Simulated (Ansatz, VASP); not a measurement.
## TaAg2F6 in VASP and in Ansatz

The input INCAR:

```
  PREC = Accurate
  ENCUT = 520
  EDIFF = 1E-6
  ISMEAR = 0
  SIGMA = 0.1
  LREAL = F
  LASPH = T
  NELM = 150
  ALGO = Normal
  ISIF = 2
  LWAVE = F
  LCHARG = F
  ISPIN = 2
  MAGMOM = 1 1 1 0 0 0 0 0 0
  LORBIT = 11
  LMAXMIX = 4
  GGA = PE
  NBANDS = 52
```

File KPOINTS:

```
Automatic mesh
0
Gamma
  4 4 4
```

POSCAR

```
TaAg2F6
1.0
    0.0000000000      3.8836445000      3.8836445000
    3.8836445000      0.0000000000      3.8836445000
    3.8836445000      3.8836445000      0.0000000000
Ta Ag F
1 2 6
Direct
    0.0000000000      0.0000000000      0.0000000000
    0.2500000000      0.2500000000      0.2500000000
    0.7500000000      0.7500000000      0.7500000000
    0.7500000000      0.2500000000      0.2500000000
    0.2500000000      0.7500000000      0.7500000000
    0.2500000000      0.7500000000      0.2500000000
    0.7500000000      0.2500000000      0.7500000000
    0.2500000000      0.2500000000      0.7500000000
    0.7500000000      0.7500000000      0.2500000000
```

Input for Ansatz:

```yaml
crystal:
  lattice:
    - [0.0, 3.8836445, 3.8836445]
    - [3.8836445, 0.0, 3.8836445]
    - [3.8836445, 3.8836445, 0.0]
  atoms:
    - { symbol: Ta, position: [0.0, 0.0, 0.0], spin: 1.0 }
    - { symbol: Ag, position: [0.25, 0.25, 0.25], spin: 1.0 }
    - { symbol: Ag, position: [0.75, 0.75, 0.75], spin: 1.0 }
    - { symbol: F, position: [0.75, 0.25, 0.25] }
    - { symbol: F, position: [0.25, 0.75, 0.75] }
    - { symbol: F, position: [0.25, 0.75, 0.25] }
    - { symbol: F, position: [0.75, 0.25, 0.75] }
    - { symbol: F, position: [0.25, 0.25, 0.75] }
    - { symbol: F, position: [0.75, 0.75, 0.25] }
basis:
  ecutwfc: 420
kpoints:
  mp_grid: { grid: [4, 4, 4] }
hamiltonian:
  xc: pbe
scf:
  occupations: { method: gaussian, width: 0.1 }
  lower_state_search: "off"
output:
  forces: true
  stress: true
  eigenvalues: true
  populations: true
magnetization:
  spin_polarized: true
```

Change from the starting cell: ordered vacancies on the cation sites of perovskite (Fm-3m, No. 225).

Alike in both runs: task single point; functional PBE; k mesh 4 × 4 × 4; occupations gaussian, width 0.1 eV; collinear spin.

|  | VASP | Ansatz |
| --- | --- | --- |
| version | VASP 6.6.1 | Ansatz 0.2.0 |
| potentials or method | VASP PAW PBE potentials, release 64 (Ta_pv, Ag, F), cutoff 520 eV | scalar-relativistic, plane waves, PAW |
| valence electrons in the cell | 75 | 93 |

```tsv
	VASP	Ansatz	Ansatz less VASP
gap on the k mesh at the Fermi level (eV)	none	none	-
pressure (GPa)	9.7	9.2	-0.48
net moment per atom (μB)	0.03	0.03	-0.003
size of the moment on the site where the two differ most (μB)	0.21	0.10	-0.111
```

Site moments also hang on the region over which each program counts them. A gap of «none» marks a metal or a gap that the smearing closes. With one functional, cell and mesh, what is left measures potentials, basis and numerics. VASP's potentials hold 75 valence electrons a cell and Ansatz's 93, so a difference there can come from the potentials and not from the codes. Ansatz's warnings: seeded moment not kept.

Neither program's run includes spin-orbit coupling.
